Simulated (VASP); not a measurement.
# Co (P6_3/mmc) in VASP: notebook

The runs below take Co through single point, with PBE.

All numbers are computed with VASP 6.6.1; they aren't measurements. Logs are shortened: lines on timing, memory, paths and dates and some standing lists are left out, and cuts for length are marked.

## Step 1: The cell of the first run

It takes space group P6_3/mmc (No. 194, hexagonal). The conventional cell has a = 2.507 Å, b = 2.507 Å, c = 4.069 Å, α = 90.00°, β = 90.00°, γ = 120.00°. Within 3.3 Å of Co (site symmetry -6m2) lie 12 Co at 2.50 to 2.51 Å.

## Step 2: Single point, PBE, non-collinear spin, typed start

The input, INCAR:

```
SYSTEM = Co
ALGO = Normal
EDIFF = 1E-6
ENCUT = 520
GGA = PE
ISIF = 2
ISMEAR = 0
LASPH = .True.
LCHARG = .False.
LMAXMIX = 4
LNONCOLLINEAR = .True.
LORBIT = 11
LREAL = .False.
LWAVE = .False.
MAGMOM = 1.781 0 0.263 -1.781 0 0.263
NBANDS = 30
NELM = 150
PREC = Accurate
SIGMA = 0.1
```

The input, KPOINTS:

```
k-points
0
Gamma
  4 4 2
  0 0 0
```

The input, POSCAR:

```
Co
1.0
    2.5067725643      0.0000000000      0.0000000000
   -1.2533862822      2.1709287219      0.0000000000
    0.0000000000      0.0000000000      4.0686308593
Co
2
Direct
    0.3333333330      0.6666666670      0.2500000000
    0.6666666670      0.3333333330      0.7500000000
```

Potentials or basis: VASP PAW PBE potentials, release 64 (Co).

The run is started by

```
> cat potpaw_PBE.64/Co/POTCAR > POTCAR
> mpirun -np 1 vasp_ncl > vasp.out
```

OUTCAR:

```text
SYSTEM = Co
   EDIFF = 1E-6
   ENCUT = 520
   GGA = PE
   ISIF = 2
   ISMEAR = 0
   LASPH = .True.
   LNONCOLLINEAR = .True.
   LORBIT = 11
   LREAL = .False.
   NELM = 150
   PREC = Accurate

 ion  position               nearest neighbor table
   1  0.333  0.667  0.250-   2 2.50   2 2.50   2 2.50   2 2.50   2 2.50   2 2.50
   2  0.667  0.333  0.750-   1 2.50   1 2.50   1 2.50   1 2.50   1 2.50   1 2.50

  LATTYP: Found a hexagonal cell.
 ALAT       =     2.5067725643
 C/A-ratio  =     1.6230554448

  Lattice vectors:

 A1 = (   2.5067725643,   0.0000000000,   0.0000000000)
 A2 = (  -1.2533862822,   2.1709287219,   0.0000000000)
 A3 = (   0.0000000000,   0.0000000000,   4.0686308593)

Analysis of symmetry for initial positions (statically):
=====================================================================
 Subroutine PRICEL returns:
 Original cell was already a primitive cell.

 Routine SETGRP: Setting up the symmetry group for a
 hexagonal supercell.

 Subroutine GETGRP returns: Found 24 space group operations
 (whereof 12 operations were pure point group operations)
 out of a pool of 24 trial point group operations.

The static configuration has the point symmetry D_3d.
 The point group associated with its full space group is D_6h.

Analysis of symmetry for dynamics (positions and initial velocities):
=====================================================================
 Subroutine PRICEL returns:
 Original cell was already a primitive cell.

 Routine SETGRP: Setting up the symmetry group for a
 hexagonal supercell.

 Subroutine GETGRP returns: Found 24 space group operations
 (whereof 12 operations were pure point group operations)
 out of a pool of 24 trial point group operations.

The dynamic configuration has the point symmetry D_3d.
 The point group associated with its full space group is D_6h.

Analysis of structural, dynamic, and magnetic symmetry:
=====================================================================
 Subroutine PRICEL returns:
 Original cell was already a primitive cell.

 Routine SETGRP: Setting up the symmetry group for a
 hexagonal supercell.

 Subroutine GETGRP returns: Found  2 space group operations
 (whereof  1 operations were pure point group operations)
 out of a pool of 24 trial point group operations.

The overall configuration has the point symmetry C_1 .
 The point group associated with its full space group is C_2 .

 Subroutine INISYM returns: Found  2 space group operations
 (whereof  1 operations are pure point group operations),
 and found     1 'primitive' translations

----------------------------------------------------------------------------------------

                                     Primitive cell

  volume of cell :      22.1416

  direct lattice vectors                    reciprocal lattice vectors
     2.506772564  0.000000000  0.000000000     0.398919317  0.230316175  0.000000000
    -1.253386282  2.170928722  0.000000000     0.000000000  0.460632351  0.000000000
     0.000000000  0.000000000  4.068630859     0.000000000  0.000000000  0.245782927

  length of vectors
     2.506772564  2.506772564  4.068630859     0.460632350  0.460632351  0.245782927

  position of ions in fractional coordinates (direct lattice)
     0.333333333  0.666666667  0.250000000
     0.666666667  0.333333333  0.750000000

  ion indices of the primitive-cell ions
   primitive index   ion index
                 1           1
                 2           2

----------------------------------------------------------------------------------------

 KPOINTS: k-points

Automatic generation of k-mesh.
 Grid dimensions read from file:
 generate k-points for:    4    4    2

 Generating k-lattice:

  Cartesian coordinates                     Fractional coordinates (reciprocal lattice)
     0.099729829  0.057579044  0.000000000     0.250000000  0.000000000  0.000000000
     0.000000000  0.115158088  0.000000000     0.000000000  0.250000000  0.000000000
     0.000000000  0.000000000  0.122891463     0.000000000  0.000000000  0.500000000

  Length of vectors
     0.115158088  0.115158088  0.122891463

  Shift w.r.t. Gamma in fractional coordinates (k-lattice)
     0.000000000  0.000000000  0.000000000

 Subroutine IBZKPT returns following result:
 ===========================================

 Found     20 irreducible k-points:

 Following reciprocal coordinates:
            Coordinates               Weight
  0.000000  0.000000  0.000000      1.000000
  0.250000  0.000000  0.000000      2.000000
  0.000000  0.250000  0.000000      2.000000
 -0.250000  0.250000  0.000000      2.000000
  0.500000  0.000000  0.000000      1.000000
  0.000000  0.500000  0.000000      1.000000
[... 12 lines left out ...]
 -0.250000  0.500000  0.500000      2.000000
  0.500000  0.250000  0.500000      2.000000
   k-points           NKPTS =     20   k-points in BZ     NKDIM =     20   number of bands    NBANDS=     30
   number of dos      NEDOS =    301   number of ions     NIONS =      2
   total plane-waves  NPLWV =  12000
   dimension x,y,z NGX =    20 NGY =   20 NGZ =   30
   dimension x,y,z NGXF=    40 NGYF=   40 NGZF=   60
   ions per type =               2
   NGX,Y,Z   is equivalent  to a cutoff of  13.26, 13.26, 12.26 a.u.
   NGXF,Y,Z  is equivalent  to a cutoff of  26.53, 26.53, 24.52 a.u.
 SYSTEM =  Co
   PREC   = accura    normal or accurate (medium, high low for compatibility)
   ISTART =      0    job   : 0-new  1-cont  2-samecut
   ICHARG =      2    charge: 1-file 2-atom 10-const
   ISPIN  =      1    spin polarized calculation?
   LNONCOLLINEAR =      T non collinear calculations
   LSORBIT =      F    spin-orbit coupling
   LASPH  =      T    aspherical Exc in radial PAW
   ENCUT  =  520.0 eV  38.22 Ry    6.18 a.u.   4.66  4.66  7.56*2*pi/ulx,y,z
   NELM   =    150;   NELMIN=  2; NELMDL= -5     # of ELM steps
   EDIFF  = 0.1E-05   stopping-criterion for ELM
   LREAL  =      F    real-space projection
   EDIFFG = 0.1E-04   stopping-criterion for IOM
   NSW    =      0    number of steps for IOM
   IBRION =     -1    ionic relax: 0-MD 1-quasi-New 2-CG
   NFREE  =      0    steps in history (QN), initial steepest desc. (CG)
   ISIF   =      2    stress and relaxation
   ISYM   =      2    0-nonsym 1-usesym 2-fastsym
   POTIM  = 0.5000    time-step for ionic-motion
   TEBEG  =    0.0;   TEEND  =   0.0 temperature during run
   PSTRESS=    0.0 pullay stress
   NELECT =      18.0000    total number of electrons
   NUPDOWN=      -1.0000    fix difference up-down
   EMIN   =  10.00;   EMAX   =-10.00  energy-range for DOS
   EFERMI =   0.00;   METHOD = LEGACY
   ISMEAR =     0;   SIGMA  =   0.10  broadening in eV -4-tet -1-fermi 0-gaus
   EFERMI_NEDOS =   21; number of points for ismear=-14 and -15
   IALGO  =     38    algorithm
   IMIX   =      4    mixing-type and parameters
     AMIX     =   0.40;   BMIX     =  1.00
     AMIX_MAG =   1.60;   BMIX_MAG =  1.00
  volume/ion in A,a.u.               =      11.07        74.71
  Fermi-wavevector in a.u.,A,eV,Ry     =   1.527904  2.887320 31.762674  2.334491
  Thomas-Fermi vector in A             =   2.635736
   LORBIT       =     11    0 simple, 1 ext, 2 COOP (PROOUT), +10 PAW based schemes
   GGA     = PE    functional components
   LHFCALC =     F    Hartree Fock is set to
   AEXX    =    0.0000 exact exchange contribution
   IVDW    =     0    specifies the selected vdW correction
   LEPSILON=     F    determine dielectric tensor
   LRPA    =     F    only Hartree local field effects (RPA)
 Gauss-broadening in eV      SIGMA  =   0.10
  energy-cutoff  :      520.00
  volume of cell :       22.14
 maximum number of plane-waves:      1208
 NGX is ok and might be reduce to    20
   NGX =  9   NGY =  9   NGZ = 15

 number of electron      18.0000002 magnetization       0.0000000      0.0000000      0.5323419

 number of electron      18.0000002 magnetization      -0.0000000     -0.0000000      0.5260876

 number of electron      18.0000002 magnetization       0.0000000     -0.0000000      0.5210351

 Free energy of the ion-electron system (eV)
  ---------------------------------------------------
  ext. energy  EPLUGINS =         0.00000000
  ---------------------------------------------------
  free energy    TOTEN  =       -13.71725461 eV

  energy without entropy =      -13.68984612  energy(sigma->0) =      -13.70355037

 E-fermi :   9.9102     XC(G=0): -13.2982

 val. band max:        9.8999954502   @ k =   0.0000   0.2500   0.0000
 cond. band min:       9.9675888995   @ k =   0.5000   0.5000   0.0000
 fundamental gap:      0.0675934492
 Fermi energy:         9.9102469134

 k-point     1 :       0.0000    0.0000    0.0000
  band No.  band energies     occupation
      1       1.1612      1.00000
      2       1.1779      1.00000
      3       5.3458      1.00000
      4       5.4229      1.00000
      5       8.0501      1.00000
      6       8.0632      1.00000
[... 22 lines left out ...]
     29      34.3412      0.00000
     30      34.3419      0.00000
[... 596 lines left out ...]
  band No.  band energies     occupation
      1       6.0630      1.00000
      2       6.0630      1.00000
      3       6.2692      1.00000
      4       6.2692      1.00000
      5       7.1995      1.00000
      6       7.1995      1.00000
[... 22 lines left out ...]
     29      21.4629      0.00000
     30      21.4630      0.00000

------------------------ aborting loop because EDIFF is reached ----------------------------------------

  FORCE on cell =-STRESS in cart. coord.  units (eV):
  Direction    XX          YY          ZZ          XY          YZ          ZX
  --------------------------------------------------------------------------------------
  -------------------------------------------------------------------------------------
  Total       -2.6870798     -2.6873103     -1.4394126     -0.0001228      0.0000000      0.0000000
  in kB     -194.4385442   -194.4552262   -104.1566736     -0.0088858      0.0000000      0.0000000
  external PRESSURE =    -164.3501480 kB  Pullay stress =       0.0000000 kB

 VOLUME and BASIS-vectors are now :
 -----------------------------------------------------------------------------
  energy-cutoff  :      520.00
  volume of cell :       22.14
      direct lattice vectors                 reciprocal lattice vectors
     2.506772564  0.000000000  0.000000000     0.398919317  0.230316175  0.000000000
    -1.253386282  2.170928722  0.000000000     0.000000000  0.460632351  0.000000000
     0.000000000  0.000000000  4.068630859     0.000000000  0.000000000  0.245782927

 POSITION                                       TOTAL-FORCE (eV/Angst)
 -----------------------------------------------------------------------------------
     -0.00000      1.44729      1.01716         0.000258     -0.000199      0.000000
      1.25339      0.72364      3.05147        -0.000258      0.000199      0.000000
 -----------------------------------------------------------------------------------
    total drift:                               -0.000000      0.000000      0.000139

  FREE ENERGIE OF THE ION-ELECTRON SYSTEM (eV)
  ---------------------------------------------------
  free  energy   TOTEN  =       -13.7172546112 eV

  energy  without entropy=      -13.6898461246  energy(sigma->0) =      -13.70355037

 total charge

# of ion       s       p       d       tot
------------------------------------------
    1        0.470   0.489   7.276   8.236
    2        0.470   0.489   7.276   8.236
--------------------------------------------------
tot          0.941   0.978  14.552  16.471

 magnetization (x)

# of ion       s       p       d       tot
------------------------------------------
    1       -0.000  -0.000  -0.000  -0.000
    2        0.000   0.000   0.000   0.000
--------------------------------------------------
tot          0.000   0.000   0.000   0.000

 magnetization (y)

# of ion       s       p       d       tot
------------------------------------------
    1       -0.000  -0.000  -0.000  -0.000
    2        0.000   0.000   0.000   0.000
--------------------------------------------------
tot          0.000   0.000   0.000   0.000

 magnetization (z)

# of ion       s       p       d       tot
------------------------------------------
    1       -0.004  -0.013   0.284   0.267
    2       -0.004  -0.013   0.284   0.267
--------------------------------------------------
tot         -0.007  -0.026   0.567   0.534
```

Run time: 2.8 min. Hardware: 1 thread of AMD EPYC 7R43 (Zen 3), shared host; peak memory 0.16 GiB.

Results:

```yaml
Free_energy: -13.7173 eV
Pressure: -16.4 GPa
Band_gap_on_the_k_mesh: zero (band 18 reaches 10.23 eV, above the bottom of band 19 at 9.19 eV)
Net_moment: 0.52 μB per cell
Valence_electrons_inside_the_program's_atomic_spheres: Co 8.24
```

Stress tensor (GPa, compression positive):
```
-19.44   0.00   0.00
  0.00 -19.45   0.00
  0.00   0.00 -10.42
```

Moments on the atoms (μB; x, y, z):
```
Co  0.00 0.00 0.27
Co  0.00 0.00 0.27
```

Caveat: the k points lie up to 0.77 Å⁻¹ apart.

## Step 3: Single point, PBE, non-collinear spin, typed start

The input, INCAR:

```
PREC     = Accurate       # precision mode
ENCUT    = 520            # plane-wave cutoff, eV
EDIFF    = 1E-7           # SCF threshold, eV
ISMEAR   = 0              # smearing method
SIGMA    = 0.1            # smearing width, eV
LREAL    = False          # projectors in reciprocal space
LASPH    = True           # aspherical terms in the spheres
NELM     = 150            # most SCF steps
ALGO     = Normal         # electronic algorithm
ISIF     = 2              # what is computed and relaxed
LWAVE    = False          # write WAVECAR
LCHARG   = True           # write CHGCAR
LNONCOLLINEAR= True           # non-collinear magnetism
MAGMOM   = 0 0 1.8 0 0 1.8 # initial moments
LORBIT   = 11             # projections on sites
LMAXMIX  = 4              # l up to which the mixer works
GGA      = PE             # functional
LVHAR    = True         
NBANDS   = 30             # bands
```

The input, KPOINTS:

```
regular mesh
0
Gamma
  4 4 2
```

POSCAR is that of step 2.

Potentials or basis: VASP PAW PBE potentials, release 64 (Co).

The run is started by

```
> cat potpaw_PBE.64/Co/POTCAR > POTCAR
> mpirun -np 1 vasp_ncl > vasp.out
```

It took 60 s on 1 thread of AMD EPYC 7R43 (Zen 3), shared host; peak memory 0.15 GiB.

The run converged. Its results:

| Property | Result |
| --- | --- |
| Free energy | -14.0392 eV |
| Pressure | -3.1 GPa |
| Band gap on the k mesh | zero (band 18 reaches 11.20 eV, above the bottom of band 19 at 9.06 eV) |
| Net moment | 3.37 μB per cell |
| Valence electrons inside the program's atomic spheres | Co 8.24 |

Stress tensor (GPa, compression positive):
```
-4.34  0.00  0.00
 0.00 -4.34  0.00
 0.00  0.00 -0.74
```

Levels at points of the mesh, in eV from the Fermi level:
```
           k point  band 14  band 15  band 16  band 17  band 18  band 19  band 20  band 21  band 22  band 23
(0.00, 0.00, 0.00)    -0.82    -0.79    -0.79    -0.53    -0.53    -0.15    -0.13    -0.09    -0.09     1.08
(0.50, 0.00, 0.00)    -0.72    -0.58    -0.57    -0.49     1.21     1.23     1.33     1.36     2.57     3.20
(0.00, 0.00, 0.50)    -1.10    -1.10    -1.10    -0.94    -0.94    -0.94    -0.94     0.75     0.75     0.75
(0.50, 0.00, 0.50)    -0.63     0.01     0.01     0.34     0.34     1.30     1.30     1.54     1.54     2.22
```

Moments on the atoms (μB; x, y, z):
```
Co  0.00 0.00 1.70
Co  0.00 0.00 1.70
```

Caveat: the k points lie up to 0.77 Å⁻¹ apart.
